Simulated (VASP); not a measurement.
# AlN: single point with LDA

The system is AlN.

```
Al N
1.0
     3.05770    0.00000    0.00000
    -1.52885    2.64805    0.00000
     0.00000    0.00000    4.35040
Al N
2 2
Cartesian
  0.0000 1.7654 -0.0832
  1.5289 0.8827 2.0920
  0.0000 1.7654 1.7581
  1.5289 0.8827 3.9333
```

* Program: VASP 6.6.1
* Task: single point
* Functional: LDA
* Potentials or basis: VASP PAW LDA potentials, release 64 (Al, N)
* Cutoff: 520 eV
* k mesh: 9 × 9 × 6
* Occupations: gaussian, width 0.05 eV
* Spin: no spin polarisation

* Pressure: 35.6 GPa
* Largest force: 0.008 eV/Å
* Band gap on the k mesh: 4.67 eV, indirect (least direct gap 4.75 eV)

Forces in eV/Å, atoms in the order of the input:
```
Al   0.000  0.000 -0.008
Al   0.000  0.000 -0.008
N    0.000  0.000  0.008
N    0.000  0.000  0.008
```

Stress tensor (GPa, compression positive):
```
34.70  0.00  0.00
 0.00 34.70  0.00
 0.00  0.00 37.35
```

Levels at points of the mesh, in eV from the valence-band top:
```tsv
k point	band 4	band 5	band 6	band 7	band 8	band 9	band 10	band 11	band 12	band 13
(0.00, 0.00, 0.00)	-2.68	-2.68	-1.52	-1.52	0.00	4.75	6.21	10.01	10.01	11.93
(0.00, 0.00, 0.50)	-3.87	-2.13	-2.13	-2.13	-2.13	6.73	6.73	10.31	10.31	10.31
```

It took 8.6 s on 1 thread of AMD EPYC 9R45 96-Core Processor (Zen 5), on a shared host, peak memory 0.11 GiB.

A k mesh can miss the band edges.
